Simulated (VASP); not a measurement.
# TaB3Mo2 (P6/mmm) in VASP: relaxation of cell and atoms with PBE

Aim: the relaxation of cell and atoms of TaB3Mo2 with PBE.

Program: VASP 6.6.1. These are calculated values, not measurements. Logs are shortened: lines on timing, memory, paths and dates and some standing lists are left out, and cuts for length are marked.

### 1 The cell of the first run

It takes space group P6/mmm (No. 191, hexagonal). Conventional cell: a = 5.202 Å, b = 5.202 Å, c = 3.142 Å, α = 90.00°, β = 90.00°, γ = 120.00°. Ta (site symmetry 6/mmm) has 6 Mo at 3.00 Å and 12 B at 3.04 Å and 2 Ta at 3.14 Å within 4.0 Å. B (site symmetry mmm) has 4 Mo at 2.17 Å and 4 B at 2.60 Å within 2.9 Å. Within 3.2 Å of Mo (site symmetry -6m2) lie 6 B at 2.17 Å and 5 Mo at 3.00 to 3.14 Å and 3 Ta at 3.00 Å.

The cell was generated, and may not be a known phase.

### 2 Relaxation of cell and atoms, PBE

INCAR

```
PREC     = Accurate       # precision mode
ENCUT    = 600            # plane-wave cutoff, eV
EDIFF    = 1E-6           # SCF threshold, eV
ISMEAR   = 0              # smearing method
SIGMA    = 0.1            # smearing width, eV
LREAL    = F              # projectors in reciprocal space
LASPH    = T              # aspherical terms in the spheres
NELM     = 100            # most SCF steps
ALGO     = Normal         # electronic algorithm
ISIF     = 3              # what is computed and relaxed
LWAVE    = F              # write WAVECAR
LCHARG   = F              # write CHGCAR
GGA      = PE             # functional
IBRION   = 2              # ionic algorithm
NSW      = 100            # ionic steps
EDIFFG   = -0.01          # ionic threshold
```

KPOINTS

```
regular mesh
0
Gamma
  12 12 12
```

POSCAR

```
TaB3Mo2
1.0
    5.2021720030      0.0000000000      0.0000000000
   -2.6010860015      4.5052131094      0.0000000000
    0.0000000000      0.0000000000      3.1416493734
Ta B Mo
1 3 2
Direct
    0.0000000000      0.0000000000      0.0000000000
    0.5000000000      0.5000000000      0.5000000000
    0.5000000000      0.0000000000      0.5000000000
    0.0000000000      0.5000000000      0.5000000000
    0.6666666667      0.3333333333      0.0000000000
    0.3333333333      0.6666666667      0.0000000000
```

Potentials or basis: VASP PAW PBE potentials, release 64 (Ta_pv, B, Mo_sv).

Started as:

```bash
> cat potpaw_PBE.64/Ta_pv/POTCAR potpaw_PBE.64/B/POTCAR potpaw_PBE.64/Mo_sv/POTCAR > POTCAR
> mpirun -np 1 vasp_std > vasp.out
```

OUTCAR:

```text
PREC = Accurate
   ENCUT = 600
   EDIFF = 1E-6
   ISMEAR = 0
   LREAL = F
   LASPH = T
   NELM = 100
   ISIF = 3
   GGA = PE
   IBRION = 2
   NSW = 100
   EDIFFG = -0.01

 ion  position               nearest neighbor table
   1  0.000  0.000  0.000-   5 3.00   6 3.00   6 3.00   5 3.00   5 3.00   6 3.00
   2  0.500  0.500  0.500-   5 2.17   6 2.17   5 2.17   6 2.17
   3  0.500  0.000  0.500-   5 2.17   6 2.17   5 2.17   6 2.17
   4  0.000  0.500  0.500-   5 2.17   6 2.17   5 2.17   6 2.17
   5  0.667  0.333  0.000-   3 2.17   3 2.17   4 2.17   4 2.17   2 2.17   2 2.17   6 3.00   1 3.00
                             6 3.00   1 3.00   1 3.00   6 3.00
   6  0.333  0.667  0.000-   3 2.17   3 2.17   4 2.17   4 2.17   2 2.17   2 2.17   5 3.00   1 3.00
                             5 3.00   1 3.00   1 3.00   5 3.00

  LATTYP: Found a hexagonal cell.
 ALAT       =     5.2021720030
 C/A-ratio  =     0.6039110917

  Lattice vectors:

 A1 = (   5.2021720030,   0.0000000000,   0.0000000000)
 A2 = (  -2.6010860015,   4.5052131094,   0.0000000000)
 A3 = (   0.0000000000,   0.0000000000,   3.1416493734)

Analysis of symmetry for initial positions (statically):
=====================================================================
 Subroutine PRICEL returns:
 Original cell was already a primitive cell.

 Routine SETGRP: Setting up the symmetry group for a
 hexagonal supercell.

 Subroutine GETGRP returns: Found 24 space group operations
 (whereof 24 operations were pure point group operations)
 out of a pool of 24 trial point group operations.

The static configuration has the point symmetry D_6h.

Analysis of symmetry for dynamics (positions and initial velocities):
=====================================================================
 Subroutine PRICEL returns:
 Original cell was already a primitive cell.

 Routine SETGRP: Setting up the symmetry group for a
 hexagonal supercell.

 Subroutine GETGRP returns: Found 24 space group operations
 (whereof 24 operations were pure point group operations)
 out of a pool of 24 trial point group operations.

The dynamic configuration has the point symmetry D_6h.

 Subroutine INISYM returns: Found 24 space group operations
 (whereof 24 operations are pure point group operations),
 and found     1 'primitive' translations

----------------------------------------------------------------------------------------

                                     Primitive cell

  volume of cell :      73.6305

  direct lattice vectors                    reciprocal lattice vectors
     5.202172003  0.000000000  0.000000000     0.192227400  0.110982541  0.000000000
    -2.601086002  4.505213109  0.000000000     0.000000000  0.221965083  0.000000000
     0.000000000  0.000000000  3.141649373     0.000000000  0.000000000  0.318304139

  length of vectors
     5.202172003  5.202172003  3.141649373     0.221965083  0.221965083  0.318304139

  position of ions in fractional coordinates (direct lattice)
     0.000000000  0.000000000  0.000000000
     0.500000000  0.500000000  0.500000000
     0.500000000  0.000000000  0.500000000
     0.000000000  0.500000000  0.500000000
     0.666666667  0.333333333  0.000000000
     0.333333333  0.666666667  0.000000000

  ion indices of the primitive-cell ions
   primitive index   ion index
                 1           1
                 2           2
                 3           3
                 4           4
                 5           5
                 6           6

----------------------------------------------------------------------------------------

 KPOINTS: regular mesh

Automatic generation of k-mesh.
 Grid dimensions read from file:
 generate k-points for:   12   12   12

 Generating k-lattice:

  Cartesian coordinates                     Fractional coordinates (reciprocal lattice)
     0.016018950  0.009248545  0.000000000     0.083333333  0.000000000  0.000000000
     0.000000000  0.018497090  0.000000000     0.000000000  0.083333333  0.000000000
     0.000000000  0.000000000  0.026525345     0.000000000  0.000000000  0.083333333

  Length of vectors
     0.018497090  0.018497090  0.026525345

  Shift w.r.t. Gamma in fractional coordinates (k-lattice)
     0.000000000  0.000000000  0.000000000

 Subroutine IBZKPT returns following result:
 ===========================================

 Found    133 irreducible k-points:

 Following reciprocal coordinates:
            Coordinates               Weight
  0.000000  0.000000  0.000000      1.000000
  0.083333  0.000000  0.000000      6.000000
  0.166667  0.000000  0.000000      6.000000
  0.250000  0.000000  0.000000      6.000000
  0.333333  0.000000  0.000000      6.000000
  0.416667 -0.000000  0.000000      6.000000
[... 16 lines left out ...]
  0.250000  0.000000  0.083333     12.000000
  0.333333  0.000000  0.083333     12.000000
 [... further k-points ...]
   k-points           NKPTS =    133   k-points in BZ     NKDIM =    133   number of bands    NBANDS=     28
   number of dos      NEDOS =    301   number of ions     NIONS =      6
   total plane-waves  NPLWV =  49392
   dimension x,y,z NGX =    42 NGY =   42 NGZ =   28
   dimension x,y,z NGXF=    84 NGYF=   84 NGZF=   56
   ions per type =               1   3   2
   NGX,Y,Z   is equivalent  to a cutoff of  13.42, 13.42, 14.82 a.u.
   NGXF,Y,Z  is equivalent  to a cutoff of  26.84, 26.84, 29.63 a.u.
 SYSTEM =  unknown system
   PREC   = accura    normal or accurate (medium, high low for compatibility)
   ISTART =      0    job   : 0-new  1-cont  2-samecut
   ICHARG =      2    charge: 1-file 2-atom 10-const
   ISPIN  =      1    spin polarized calculation?
   LNONCOLLINEAR =      F non collinear calculations
   LSORBIT =      F    spin-orbit coupling
   LASPH  =      T    aspherical Exc in radial PAW
   ENCUT  =  600.0 eV  44.10 Ry    6.64 a.u.  10.39 10.39  6.27*2*pi/ulx,y,z
   NELM   =    100;   NELMIN=  2; NELMDL= -5     # of ELM steps
   EDIFF  = 0.1E-05   stopping-criterion for ELM
   LREAL  =      F    real-space projection
   EDIFFG = -.1E-01   stopping-criterion for IOM
   NSW    =    100    number of steps for IOM
   IBRION =      2    ionic relax: 0-MD 1-quasi-New 2-CG
   NFREE  =      1    steps in history (QN), initial steepest desc. (CG)
   ISIF   =      3    stress and relaxation
   ISYM   =      2    0-nonsym 1-usesym 2-fastsym
   POTIM  = 0.5000    time-step for ionic-motion
   TEBEG  =    0.0;   TEEND  =   0.0 temperature during run
   PSTRESS=    0.0 pullay stress
   NELECT =      48.0000    total number of electrons
   NUPDOWN=      -1.0000    fix difference up-down
   EMIN   =  10.00;   EMAX   =-10.00  energy-range for DOS
   EFERMI =   0.00;   METHOD = LEGACY
   ISMEAR =     0;   SIGMA  =   0.10  broadening in eV -4-tet -1-fermi 0-gaus
   EFERMI_NEDOS =   21; number of points for ismear=-14 and -15
   IALGO  =     38    algorithm
   IMIX   =      4    mixing-type and parameters
     AMIX     =   0.40;   BMIX     =  1.00
     AMIX_MAG =   1.60;   BMIX_MAG =  1.00
  volume/ion in A,a.u.               =      12.27        82.81
  Fermi-wavevector in a.u.,A,eV,Ry     =   1.419502  2.682470 27.415546  2.014986
  Thomas-Fermi vector in A             =   2.540516
   LORBIT       =      0    0 simple, 1 ext, 2 COOP (PROOUT), +10 PAW based schemes
   GGA     = PE    functional components
   LHFCALC =     F    Hartree Fock is set to
   AEXX    =    0.0000 exact exchange contribution
   IVDW    =     0    specifies the selected vdW correction
   LEPSILON=     F    determine dielectric tensor
   LRPA    =     F    only Hartree local field effects (RPA)
 conjugate gradient relaxation of ions
 non-spin polarized calculation
 Gauss-broadening in eV      SIGMA  =   0.10
  energy-cutoff  :      600.00
  volume of cell :       73.63
 maximum number of plane-waves:      2484
 NGX is ok and might be reduce to    42
   NGX = 21   NGY = 21   NGZ = 13

--------------------------------------- Ionic step        1  -------------------------------------------

 number of electron      48.0000002 magnetization

 Free energy of the ion-electron system (eV)
  ---------------------------------------------------
  ext. energy  EPLUGINS =         0.00000000
  ---------------------------------------------------
  free energy    TOTEN  =       -52.13862413 eV

  energy without entropy =      -52.12001807  energy(sigma->0) =      -52.12932110

------------------------ aborting loop because EDIFF is reached ----------------------------------------

  FORCE on cell =-STRESS in cart. coord.  units (eV):
  Direction    XX          YY          ZZ          XY          YZ          ZX
  --------------------------------------------------------------------------------------
  -------------------------------------------------------------------------------------
  Total        0.0470067      0.0470067      0.7333486     -0.0000000     -0.0000000      0.0000000
  in kB        1.0228520      1.0228520     15.9574419     -0.0000000     -0.0000000      0.0000000
  external PRESSURE =       6.0010487 kB  Pullay stress =       0.0000000 kB
[... 145 lines left out ...]
  energy  without entropy=      -52.1222023169  energy(sigma->0) =      -52.13145125

--------------------------------------- Ionic step        5  -------------------------------------------

 number of electron      48.0000002 magnetization

 Free energy of the ion-electron system (eV)
  ---------------------------------------------------
  ext. energy  EPLUGINS =         0.00000000
  ---------------------------------------------------
  free energy    TOTEN  =       -52.14074855 eV

  energy without entropy =      -52.12229204  energy(sigma->0) =      -52.13152029

 E-fermi :   8.6417     XC(G=0): -12.5030

 val. band max:        8.6339138213   @ k =   0.4167   0.0833   0.3333
 cond. band min:       8.6441741939   @ k =   0.0000   0.0000   0.4167
 fundamental gap:      0.0102603726
 Fermi energy:         8.6417085869

 k-point     1 :       0.0000    0.0000    0.0000
  band No.  band energies     occupation
      1     -52.0759      2.00000
      2     -52.0145      2.00000
      3     -26.4544      2.00000
      4     -26.4544      2.00000
      5     -26.3901      2.00000
      6     -26.3901      2.00000
[... 733 lines left out ...]
     27      10.4675      0.00000
     28      10.9058      0.00000

 [... further k-points ...]

------------------------ aborting loop because EDIFF is reached ----------------------------------------

  FORCE on cell =-STRESS in cart. coord.  units (eV):
  Direction    XX          YY          ZZ          XY          YZ          ZX
  --------------------------------------------------------------------------------------
  -------------------------------------------------------------------------------------
  Total       -0.0082840     -0.0082840      0.0156895      0.0000000     -0.0000000      0.0000000
  in kB       -0.1800479     -0.1800479      0.3410030      0.0000000     -0.0000000      0.0000000
  external PRESSURE =      -0.0063642 kB  Pullay stress =       0.0000000 kB
[... 21 lines left out ...]
  FREE ENERGIE OF THE ION-ELECTRON SYSTEM (eV)
  ---------------------------------------------------
  free  energy   TOTEN  =       -52.1407485477 eV

  energy  without entropy=      -52.1222920396  energy(sigma->0) =      -52.13152029

 reached required accuracy - stopping structural energy minimisation
```

Wall time 8.2 min (1 thread of Intel Xeon 6975P-C (Granite Rapids), shared host); peak memory 0.48 GiB.

What came out:

* Free energy: -52.1407 eV
* Relaxed volume: 12.29 Å³/atom
* Relaxed cell: a = 5.190 Å, b = 5.190 Å, c = 3.161 Å, α = 90.00°, β = 90.00°, γ = 120.00°
* Space group after relaxing (to 0.1 Å): P6/mmm (No. 191)
* Energy gained by relaxing: 0.4 meV/atom
* Ionic steps: 5
* Pressure after relaxing: 0.0 GPa
* Band gap on the k mesh: zero (bands 24 and 25 overlap by 1.37 eV)

The path:
| step | energy change (eV) | largest force (eV/Å) | pressure (GPa) | volume (Å³) |
| --- | --- | --- | --- | --- |
| 1 | 0.0000 | 0.0000 | 0.60 | 73.63 |
| 2 | -0.0006 | 0.0000 | -1.13 | 74.12 |
| 3 | -0.0012 | 0.0000 | -0.41 | 73.91 |
| 4 | -0.0021 | 0.0000 | -0.07 | 73.76 |
| 5 | -0.0021 | 0.0000 | 0.00 | 73.72 |

Final structure:
```
CELL_PARAMETERS angstrom
5.18955 0.00000 0.00000
-2.59478 4.49429 0.00000
0.00000 0.00000 3.16061
ATOMIC_POSITIONS crystal
Ta 0.00000 0.00000 0.00000
B 0.50000 0.50000 0.50000
B 0.50000 0.00000 0.50000
B 0.00000 0.50000 0.50000
Mo 0.66667 0.33333 0.00000
Mo 0.33333 0.66667 0.00000
```

Levels at points of the mesh, in eV from the Fermi level:
```
           k point  band 22  band 23  band 24  band 25  band 26  band 27
(0.00, 0.00, 0.00)    -0.66    -0.66     0.03     0.03     1.22     1.60
(0.50, 0.00, 0.00)    -1.81    -1.57     0.65     0.76     1.14     2.17
(0.00, 0.00, 0.50)    -1.19    -0.22    -0.22     0.04     0.04     1.33
(0.50, 0.00, 0.50)    -1.32    -0.97     0.25     0.75     1.06     1.48
```

Caveat: spin-orbit coupling is left out, which moves the levels of the heavy elements.
